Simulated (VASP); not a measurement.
Set up this calculation in VASP 6.6.1, as the native input.

| Quantity | Value |
| --- | --- |
| Task | single point |
| Functional | PBEsol |
| Potentials or basis | VASP PAW PBE potentials, release 64 (Al, Cu) |
| Cutoff | 520 eV |
| k mesh | 12 × 12 × 16 |
| Occupations | gaussian, width 0.15 eV |
| Spin | no spin polarisation |
| Dipole correction | no |
| Further INCAR settings | ALGO = Fast; EDIFF = 1e-06; NBANDS = 16 |

The structure of Al2Cu lies in POSCAR:

```
Al2Cu
1.0
    4.0229096136      0.0000000000      0.0000000000
    0.0000000000      4.0229096136      0.0000000000
    0.0000000000      0.0000000000      2.8890906726
Al Cu
2 1
Direct
    0.5000000000      0.0000000000      0.5000000000
    0.0000000000      0.5000000000      0.5000000000
    0.0000000000      0.0000000000      0.0000000000
```

This cell differs from its parent crystal: strain -0.015 along x and y, +0.015 along z.

These files were run (other wordings do the same):

INCAR

```
SYSTEM = Al2Cu
  PREC = Accurate
  ENCUT = 520
  EDIFF = 1E-6
  ISMEAR = 0
  SIGMA = 0.15
  LREAL = .False.
  LASPH = .True.
  NELM = 60
  ALGO = Fast
  ISIF = 2
  LWAVE = .False.
  LCHARG = .False.
  GGA = PS
  NBANDS = 16
```

KPOINTS

```
Automatic mesh
0
Gamma
  12 12 16
  0 0 0
```

Potentials or basis: VASP PAW PBE potentials, release 64 (Al, Cu).

Run with:

```bash
$ cat potpaw_PBE.64/Al/POTCAR potpaw_PBE.64/Cu/POTCAR > POTCAR
$ mpirun -np 1 vasp_std > vasp.out
```

It gave:

```json
{
  "Pressure": "1.8 GPa"
}
```

Caveat: the cell differs from its parent crystal (strain -0.015 along x and y, +0.015 along z); the PAW data sets were made with another functional, which shifts forces and pressure a little.

Wall time 110 s on 1 thread of Intel(R) Xeon(R) 6975P-C (Granite Rapids), on a shared host, peak memory 0.29 GiB.
